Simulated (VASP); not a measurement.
# Lu3F2 (P-6m2) in VASP: a series of runs

Lu3F2 is run at these levels: PBE; tasks: single point, relaxation of cell and atoms.

Program: VASP 6.6.1. These are calculated values, not measurements. Logs are shortened: lines on timing, memory, paths and dates and some standing lists are left out, and cuts for length are marked.

### Step 1. The cell of the first run

The structure is hexagonal, space group P-6m2 (No. 187). The conventional cell has a = 4.303 Å, b = 4.303 Å, c = 5.337 Å, α = 90.00°, β = 90.00°, γ = 120.00°. Lu (site symmetry 3m) has 5 Lu at 2.59 to 2.84 Å and 6 F at 2.80 to 2.84 Å within 3.4 Å. Within 3.3 Å of Lu (site symmetry -6m2) lie 5 F at 2.48 to 2.67 Å and 6 Lu at 2.84 Å. Within 3.5 Å of F (site symmetry -6m2) lie 8 Lu at 2.67 to 2.80 Å. Within 3.3 Å of F (site symmetry -6m2) lie 9 Lu at 2.48 to 2.84 Å.

The cell was built from a structure type or drawn by symmetry, and may not be a known phase.

### Step 2. Single point, PBE

Contents of INCAR:

```
SYSTEM = Lu3F2
PREC = Accurate
ENCUT = 520
EDIFF = 1E-6
ISMEAR = 0
SIGMA = 0.1
LREAL = .False.
LASPH = .True.
NELM = 100
ALGO = Normal
ISIF = 2
LWAVE = .False.
LCHARG = .False.
GGA = PE
NBANDS = 52
```

Contents of KPOINTS:

```
regular mesh
0
Gamma
  6 6 4
  0 0 0
```

Contents of POSCAR:

```
Lu3F2
1.0
    4.3028239100      0.0000000000      0.0000000000
   -2.1514119500      3.7263548100      0.0000000000
    0.0000000000      0.0000000000      5.3369825700
Lu F
3 2
Direct
    0.6666666700      0.3333333300      0.2422697800
    0.6666666700      0.3333333300      0.7577302200
    0.0000000000      0.0000000000      0.5000000000
    0.0000000000      0.0000000000      0.0000000000
    0.3333333300      0.6666666700      0.5000000000
```

Potentials or basis: VASP PAW PBE potentials, release 64 (Lu, F).

Command:

```sh
$ cat potpaw_PBE.64/Lu/POTCAR potpaw_PBE.64/F/POTCAR > POTCAR
$ mpirun -np 1 vasp_std > vasp.out
```

OUTCAR:

```text
SYSTEM = Lu3F2
   PREC = Accurate
   ENCUT = 520
   EDIFF = 1E-6
   ISMEAR = 0
   LREAL = .False.
   LASPH = .True.
   NELM = 100
   ISIF = 2
   GGA = PE

 ion  position               nearest neighbor table
   1  0.667  0.333  0.242-   2 2.59   2 2.75   4 2.80   4 2.80   4 2.80   5 2.84   3 2.84   5 2.84
                             3 2.84   3 2.84   5 2.84
   2  0.667  0.333  0.758-   1 2.59   1 2.75   4 2.80   4 2.80   4 2.80   5 2.84   3 2.84   5 2.84
                             3 2.84   3 2.84   5 2.84
   3  0.000  0.000  0.500-   5 2.48   5 2.48   5 2.48   4 2.67   4 2.67   1 2.84   2 2.84   2 2.84
                             1 2.84   2 2.84   1 2.84
   4  0.000  0.000  0.000-   3 2.67   3 2.67   1 2.80   2 2.80   1 2.80   2 2.80   1 2.80   2 2.80

   5  0.333  0.667  0.500-   3 2.48   3 2.48   3 2.48   1 2.84   2 2.84   1 2.84   2 2.84   1 2.84
                             2 2.84

  LATTYP: Found a hexagonal cell.
 ALAT       =     4.3028239100
 C/A-ratio  =     1.2403441743

  Lattice vectors:

 A1 = (   4.3028239100,   0.0000000000,   0.0000000000)
 A2 = (  -2.1514119500,   3.7263548100,   0.0000000000)
 A3 = (   0.0000000000,   0.0000000000,   5.3369825700)

Analysis of symmetry for initial positions (statically):
=====================================================================
 Subroutine PRICEL returns:
 Original cell was already a primitive cell.

 Routine SETGRP: Setting up the symmetry group for a
 hexagonal supercell.

 Subroutine GETGRP returns: Found 12 space group operations
 (whereof 12 operations were pure point group operations)
 out of a pool of 24 trial point group operations.

The static configuration has the point symmetry D_3h.

Analysis of symmetry for dynamics (positions and initial velocities):
=====================================================================
 Subroutine PRICEL returns:
 Original cell was already a primitive cell.

 Routine SETGRP: Setting up the symmetry group for a
 hexagonal supercell.

 Subroutine GETGRP returns: Found 12 space group operations
 (whereof 12 operations were pure point group operations)
 out of a pool of 24 trial point group operations.

The dynamic configuration has the point symmetry D_3h.

 Subroutine INISYM returns: Found 12 space group operations
 (whereof 12 operations are pure point group operations),
 and found     1 'primitive' translations

----------------------------------------------------------------------------------------

                                     Primitive cell

  volume of cell :      85.5724

  direct lattice vectors                    reciprocal lattice vectors
     4.302823910  0.000000000  0.000000000     0.232405513  0.134179386  0.000000000
    -2.151411950  3.726354810  0.000000000     0.000000000  0.268358772  0.000000000
     0.000000000  0.000000000  5.336982570     0.000000000  0.000000000  0.187371794

  length of vectors
     4.302823910  4.302823904  5.336982570     0.268358771  0.268358772  0.187371794

  position of ions in fractional coordinates (direct lattice)
     0.666666670  0.333333330  0.242269780
     0.666666670  0.333333330  0.757730220
     0.000000000  0.000000000  0.500000000
     0.000000000  0.000000000  0.000000000
     0.333333330  0.666666670  0.500000000

  ion indices of the primitive-cell ions
   primitive index   ion index
                 1           1
                 2           2
                 3           3
                 4           4
                 5           5

----------------------------------------------------------------------------------------

 KPOINTS: regular mesh

Automatic generation of k-mesh.
 Grid dimensions read from file:
 generate k-points for:    6    6    4

 Generating k-lattice:

  Cartesian coordinates                     Fractional coordinates (reciprocal lattice)
     0.038734252  0.022363231  0.000000000     0.166666667  0.000000000  0.000000000
     0.000000000  0.044726462  0.000000000     0.000000000  0.166666667  0.000000000
     0.000000000  0.000000000  0.046842949     0.000000000  0.000000000  0.250000000

  Length of vectors
     0.044726462  0.044726462  0.046842949

  Shift w.r.t. Gamma in fractional coordinates (k-lattice)
     0.000000000  0.000000000  0.000000000

 Subroutine IBZKPT returns following result:
 ===========================================

 Found     21 irreducible k-points:

 Following reciprocal coordinates:
            Coordinates               Weight
  0.000000  0.000000  0.000000      1.000000
  0.166667 -0.000000  0.000000      6.000000
  0.333333 -0.000000  0.000000      6.000000
  0.500000  0.000000  0.000000      3.000000
  0.166667  0.166667  0.000000      6.000000
  0.333333  0.166667  0.000000     12.000000
[... 13 lines left out ...]
  0.333333  0.166667  0.500000     12.000000
  0.333333  0.333333  0.500000      2.000000
   k-points           NKPTS =     21   k-points in BZ     NKDIM =     21   number of bands    NBANDS=     52
   number of dos      NEDOS =    301   number of ions     NIONS =      5
   total plane-waves  NPLWV =  40960
   dimension x,y,z NGX =    32 NGY =   32 NGZ =   40
   dimension x,y,z NGXF=    64 NGYF=   64 NGZF=   80
   ions per type =               3   2
   NGX,Y,Z   is equivalent  to a cutoff of  12.36, 12.36, 12.46 a.u.
   NGXF,Y,Z  is equivalent  to a cutoff of  24.73, 24.73, 24.92 a.u.
 SYSTEM =  Lu3F2
   PREC   = accura    normal or accurate (medium, high low for compatibility)
   ISTART =      0    job   : 0-new  1-cont  2-samecut
   ICHARG =      2    charge: 1-file 2-atom 10-const
   ISPIN  =      1    spin polarized calculation?
   LNONCOLLINEAR =      F non collinear calculations
   LSORBIT =      F    spin-orbit coupling
   LASPH  =      T    aspherical Exc in radial PAW
   ENCUT  =  520.0 eV  38.22 Ry    6.18 a.u.   8.00  8.00  9.92*2*pi/ulx,y,z
   NELM   =    100;   NELMIN=  2; NELMDL= -5     # of ELM steps
   EDIFF  = 0.1E-05   stopping-criterion for ELM
   LREAL  =      F    real-space projection
   EDIFFG = 0.1E-04   stopping-criterion for IOM
   NSW    =      0    number of steps for IOM
   IBRION =     -1    ionic relax: 0-MD 1-quasi-New 2-CG
   NFREE  =      0    steps in history (QN), initial steepest desc. (CG)
   ISIF   =      2    stress and relaxation
   ISYM   =      2    0-nonsym 1-usesym 2-fastsym
   POTIM  = 0.5000    time-step for ionic-motion
   TEBEG  =    0.0;   TEEND  =   0.0 temperature during run
   PSTRESS=    0.0 pullay stress
   NELECT =      89.0000    total number of electrons
   NUPDOWN=      -1.0000    fix difference up-down
   EMIN   =  10.00;   EMAX   =-10.00  energy-range for DOS
   EFERMI =   0.00;   METHOD = LEGACY
   ISMEAR =     0;   SIGMA  =   0.10  broadening in eV -4-tet -1-fermi 0-gaus
   EFERMI_NEDOS =   21; number of points for ismear=-14 and -15
   IALGO  =     38    algorithm
   IMIX   =      4    mixing-type and parameters
     AMIX     =   0.40;   BMIX     =  1.00
     AMIX_MAG =   1.60;   BMIX_MAG =  1.00
  volume/ion in A,a.u.               =      17.11       115.49
  Fermi-wavevector in a.u.,A,eV,Ry     =   1.658671  3.134434 37.432216  2.751190
  Thomas-Fermi vector in A             =   2.746212
   LORBIT       =      0    0 simple, 1 ext, 2 COOP (PROOUT), +10 PAW based schemes
   GGA     = PE    functional components
   LHFCALC =     F    Hartree Fock is set to
   AEXX    =    0.0000 exact exchange contribution
   IVDW    =     0    specifies the selected vdW correction
   LEPSILON=     F    determine dielectric tensor
   LRPA    =     F    only Hartree local field effects (RPA)
 non-spin polarized calculation
 Gauss-broadening in eV      SIGMA  =   0.10
  energy-cutoff  :      520.00
  volume of cell :       85.57
 maximum number of plane-waves:      2328
   NGX = 17   NGY = 17   NGZ = 19

 number of electron      88.9999993 magnetization

 Free energy of the ion-electron system (eV)
  ---------------------------------------------------
  ext. energy  EPLUGINS =         0.00000000
  ---------------------------------------------------
  free energy    TOTEN  =       -17.17613424 eV

  energy without entropy =      -17.13411145  energy(sigma->0) =      -17.15512284

 E-fermi :   3.7897     XC(G=0): -11.4425

 val. band max:        3.7831610925   @ k =   0.5000   0.0000   0.5000
 cond. band min:       3.7971533545   @ k =   0.3333  -0.0000   0.2500
 fundamental gap:      0.0139922620
 Fermi energy:         3.7897455420

 k-point     1 :       0.0000    0.0000    0.0000
  band No.  band energies     occupation
      1     -52.7702      2.00000
      2     -52.5077      2.00000
      3     -52.4499      2.00000
      4     -24.5401      2.00000
      5     -23.9441      2.00000
      6     -23.9441      2.00000
[... 44 lines left out ...]
     51       6.3973      0.00000
     52       8.3694      0.00000

 k-point     2 :       0.1667   -0.0000    0.0000
  band No.  band energies     occupation
      1     -52.7568      2.00000
      2     -52.5212      2.00000
      3     -52.4496      2.00000
      4     -24.5969      2.00000
      5     -23.9824      2.00000
      6     -23.8896      2.00000
[... 44 lines left out ...]
     51       7.0123      0.00000
     52       8.2230      0.00000

 k-point     3 :       0.3333   -0.0000    0.0000
  band No.  band energies     occupation
      1     -52.7236      2.00000
      2     -52.5542      2.00000
      3     -52.4492      2.00000
      4     -24.6872      2.00000
      5     -24.0516      2.00000
      6     -23.8644      2.00000
[... 44 lines left out ...]
     51       6.8500      0.00000
     52       8.3749      0.00000
[... 881 lines left out ...]
 k-point    20 :       0.3333    0.1667    0.5000
  band No.  band energies     occupation
      1     -52.6134      2.00000
      2     -52.6051      2.00000
      3     -52.5105      2.00000
      4     -24.1948      2.00000
      5     -24.0563      2.00000
      6     -23.8849      2.00000
[... 44 lines left out ...]
     51       6.5029      0.00000
     52       6.8407      0.00000

 k-point    21 :       0.3333    0.3333    0.5000
  band No.  band energies     occupation
      1     -52.6050      2.00000
      2     -52.5925      2.00000
      3     -52.5314      2.00000
      4     -24.2769      2.00000
      5     -24.0830      2.00000
      6     -23.8316      2.00000
[... 44 lines left out ...]
     51       6.5083      0.00000
     52       6.5674      0.00000

------------------------ aborting loop because EDIFF is reached ----------------------------------------

  FORCE on cell =-STRESS in cart. coord.  units (eV):
  Direction    XX          YY          ZZ          XY          YZ          ZX
  --------------------------------------------------------------------------------------
  -------------------------------------------------------------------------------------
  Total       10.9588380     10.9588380     15.8449898      0.0000000     -0.0000000      0.0000000
  in kB      205.1830719    205.1830714    296.6668252      0.0000003     -0.0000000      0.0000000
  external PRESSURE =     235.6776562 kB  Pullay stress =       0.0000000 kB

 VOLUME and BASIS-vectors are now :
 -----------------------------------------------------------------------------
  energy-cutoff  :      520.00
  volume of cell :       85.57
      direct lattice vectors                 reciprocal lattice vectors
     4.302823910  0.000000000  0.000000000     0.232405513  0.134179386  0.000000000
    -2.151411950  3.726354810  0.000000000     0.000000000  0.268358772  0.000000000
     0.000000000  0.000000000  5.336982570     0.000000000  0.000000000  0.187371794

 POSITION                                       TOTAL-FORCE (eV/Angst)
 -----------------------------------------------------------------------------------
      2.15141      1.24212      1.29299         0.000000      0.000000     -2.201939
      2.15141      1.24212      4.04399         0.000000      0.000000      2.201939
      0.00000      0.00000      2.66849        -0.000000     -0.000000      0.000000
      0.00000      0.00000      0.00000        -0.000000      0.000000      0.000000
     -0.00000      2.48424      2.66849        -0.000000      0.000000      0.000000
 -----------------------------------------------------------------------------------
    total drift:                               -0.000093      0.000053      0.000000

  FREE ENERGIE OF THE ION-ELECTRON SYSTEM (eV)
  ---------------------------------------------------
  free  energy   TOTEN  =       -17.1761342419 eV

  energy  without entropy=      -17.1341114458  energy(sigma->0) =      -17.15512284
```

It took 88 s on 1 thread of Intel Xeon Platinum 8488C (Sapphire Rapids), shared host; peak memory 0.23 GiB.

What came out:

| Property | Result |
| --- | --- |
| Free energy | -17.1761 eV |
| Pressure | 23.6 GPa |
| Largest force | 2.202 eV/Å |
| Band gap on the k mesh | zero (an odd number of electrons rules out a gap without spin polarisation) |

Forces on the atoms (eV/Å):
```
Lu   0.000  0.000 -2.202
Lu   0.000  0.000  2.202
Lu   0.000  0.000  0.000
F    0.000  0.000  0.000
F    0.000  0.000  0.000
```

Stress tensor (GPa, compression positive):
```
20.52  0.00  0.00
 0.00 20.52  0.00
 0.00  0.00 29.67
```

Caveat: the cell stands under pressure; spin-orbit coupling is left out, which moves the levels of the heavy elements; an odd number of electrons without spin polarisation forces a metal; a magnetic or distorted state may lie lower.

### Step 3. Single point, PBE

This run uses another cell than the first one, of 22.28 Å³/atom.

INCAR, as its differences from that of step 2:

```diff
@@ -12,4 +12,6 @@
 LWAVE = .False.
-LCHARG = .False.
+LCHARG = .True.
 GGA = PE
+LELF = .True.
+LVHAR = .True.
 NBANDS = 52
```

Contents of KPOINTS:

```
Automatic mesh
0
Gamma
  6 6 4
  0 0 0
```

Contents of POSCAR:

```
Lu3F2
1.0
    3.7026258082     -0.0000000025      0.0000000000
   -1.8513129020      3.2065680119      0.0000000000
    0.0000000000      0.0000000000      9.3809067170
Lu F
3 2
Direct
    0.6666666667      0.3333333333      0.1767268679
    0.6666666667      0.3333333333      0.8232731321
    0.0000000000      0.0000000000      0.5000000000
    0.0000000000      0.0000000000      0.0000000000
    0.3333333333      0.6666666667      0.5000000000
```

Potentials or basis: VASP PAW PBE potentials, release 64 (Lu, F).

Command:

```sh
$ cat potpaw_PBE.64/Lu/POTCAR potpaw_PBE.64/F/POTCAR > POTCAR
$ mpirun -np 1 vasp_std > vasp.out
```

OUTCAR:

```text
SYSTEM = Lu3F2
   PREC = Accurate
   ENCUT = 520
   EDIFF = 1E-6
   ISMEAR = 0
   LREAL = .False.
   LASPH = .True.
   NELM = 100
   ISIF = 2
   GGA = PE

 ion  position               nearest neighbor table
   1  0.667  0.333  0.177-   4 2.71   4 2.71   4 2.71   2 3.32   3 3.71   3 3.71   3 3.71
   2  0.667  0.333  0.823-   4 2.71   4 2.71   4 2.71   1 3.32   3 3.71   3 3.71   3 3.71
   3  0.000  0.000  0.500-   5 2.14   5 2.14   5 2.14   1 3.71   2 3.71   2 3.71   1 3.71   2 3.71
                             1 3.71
   4  0.000  0.000  0.000-   1 2.71   2 2.71   1 2.71   2 2.71   1 2.71   2 2.71
   5  0.333  0.667  0.500-   3 2.14   3 2.14   3 2.14

  LATTYP: Found a hexagonal cell.
 ALAT       =     3.7026258082
 C/A-ratio  =     2.5335821665

  Lattice vectors:

 A1 = (   3.7026258082,  -0.0000000025,   0.0000000000)
 A2 = (  -1.8513129020,   3.2065680119,   0.0000000000)
 A3 = (   0.0000000000,   0.0000000000,   9.3809067170)

Analysis of symmetry for initial positions (statically):
=====================================================================
[... 174 lines left out ...]

 E-fermi :   2.8344     XC(G=0): -10.2747

 val. band max:        2.8123079831   @ k =   0.3333   0.3333   0.5000
 cond. band min:       2.8482106414   @ k =   0.0000   0.0000   0.0000
 fundamental gap:      0.0359026583
 Fermi energy:         2.8343528417

 k-point     1 :       0.0000    0.0000    0.0000
  band No.  band energies     occupation
      1     -54.4025      2.00000
      2     -54.3936      2.00000
      3     -54.1876      2.00000
      4     -25.2647      2.00000
      5     -25.0229      2.00000
      6     -24.9296      2.00000
[... 1144 lines left out ...]
     51       4.9571      0.00000
     52       6.3528      0.00000

------------------------ aborting loop because EDIFF is reached ----------------------------------------

  FORCE on cell =-STRESS in cart. coord.  units (eV):
  Direction    XX          YY          ZZ          XY          YZ          ZX
  --------------------------------------------------------------------------------------
  -------------------------------------------------------------------------------------
  Total        0.1602670      0.1602670      0.1654422     -0.0000000      0.0000000      0.0000000
  in kB        2.3054712      2.3054712      2.3799169     -0.0000000      0.0000000      0.0000000
  external PRESSURE =       2.3302864 kB  Pullay stress =       0.0000000 kB

 VOLUME and BASIS-vectors are now :
 -----------------------------------------------------------------------------
  energy-cutoff  :      520.00
  volume of cell :      111.38
      direct lattice vectors                 reciprocal lattice vectors
     3.702625808 -0.000000003  0.000000000     0.270078602  0.155929953  0.000000000
    -1.851312902  3.206568012  0.000000000     0.000000000  0.311859907  0.000000000
     0.000000000  0.000000000  9.380906717     0.000000000  0.000000000  0.106599504

 POSITION                                       TOTAL-FORCE (eV/Angst)
 -----------------------------------------------------------------------------------
      1.85131      1.06886      1.65786        -0.000000     -0.000000      0.038053
      1.85131      1.06886      7.72305        -0.000000      0.000000     -0.038053
      0.00000      0.00000      4.69045         0.000000      0.000000      0.000000
      0.00000      0.00000      0.00000        -0.000000      0.000000      0.000000
      0.00000      2.13771      4.69045        -0.000000     -0.000000      0.000000
 -----------------------------------------------------------------------------------
    total drift:                                0.000006     -0.000003      0.000000

  FREE ENERGIE OF THE ION-ELECTRON SYSTEM (eV)
  ---------------------------------------------------
  free  energy   TOTEN  =       -24.4242714395 eV

  energy  without entropy=      -24.4031837136  energy(sigma->0) =      -24.41372758
```

stdout:

```text
POSCAR found type information on POSCAR LuF
 POSCAR found :  2 types and       5 ions
 scaLAPACK will be used
 LDA part: xc-table for (Slater+PW92), standard interpolation
 POSCAR, INCAR and KPOINTS ok, starting setup
 FFT: planning ... GRIDC
 FFT: planning ... GRID_SOFT
 FFT: planning ... GRID
 WAVECAR not read
 entering main loop
```

Run time: 2 min. Hardware: 1 thread of Intel Xeon Platinum 8488C (Sapphire Rapids), shared host; peak memory 0.28 GiB.

What came out:

* Free energy: -24.4243 eV
* Pressure: 0.2 GPa
* Largest force: 0.038 eV/Å
* Band gap on the k mesh: zero (an odd number of electrons rules out a gap without spin polarisation)

Forces in eV/Å, atoms in the order of the input:
```
Lu   0.000  0.000  0.038
Lu   0.000  0.000 -0.038
Lu   0.000  0.000  0.000
F    0.000  0.000  0.000
F    0.000  0.000  0.000
```

Caveat: spin-orbit coupling is left out, which moves the levels of the heavy elements; an odd number of electrons without spin polarisation forces a metal; a magnetic or distorted state may lie lower.

(Part 1 of 2 ends here.)
